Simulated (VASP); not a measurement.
Write the native input for VASP 6.6.1 that does the following.

```
Task                   : single point
Functional             : PBE
Potentials or basis    : VASP PAW PBE potentials, release 64 (Zn, S)
Cutoff                 : 520 eV
k mesh                 : 6 × 6 × 1
Occupations            : gaussian, width 0.1 eV
Spin                   : no spin polarisation
Dipole correction      : yes
Further INCAR settings : ALGO = Normal; EDIFF = 1e-06; NBANDS = 26
```

The structure of ZnS lies in POSCAR:

```
ZnS
1.0
    3.5064574177      0.0000000000      0.0000000000
    0.0000000000      3.5064574177      0.0000000000
    0.0000000000      0.0000000000     29.3724558400
Zn S
2 2
Direct
    0.5000000000      0.0000000000      0.2550402660
    0.0000000000      0.5000000000      0.3237332656
    0.0000000000      0.5000000000      0.2406890671
    0.5000000000      0.0000000000      0.3380844645
```

These files were run (other wordings do the same):

INCAR

```
ALGO = Normal ; DIPOL = 0.5 0.5 0.289
EDIFF = 1E-6 ; ENCUT = 520
GGA = PE ; IDIPOL = 3
ISIF = 2 ; ISMEAR = 0
LASPH = True ; LCHARG = False
LDIPOL = True ; LREAL = False
LWAVE = False ; NBANDS = 26
NELM = 100 ; PREC = Accurate
SIGMA = 0.1
```

KPOINTS

```
k-points
0
Gamma
  6 6 1
```

Potentials or basis: VASP PAW PBE potentials, release 64 (Zn, S).

The run is started by

```bash
$ cat potpaw_PBE.64/Zn/POTCAR potpaw_PBE.64/S/POTCAR > POTCAR
$ mpirun -np 1 vasp_std > vasp.out
```

Results of the run:

```json
{"Largest force": "0.026 eV/Å", "Band gap on the k mesh": "0.65 eV, indirect (least direct gap 2.24 eV)"}
```

Wall time 74 s on 1 thread of Intel(R) Xeon(R) 6975P-C (Granite Rapids) (shared host), peak memory 0.45 GiB.
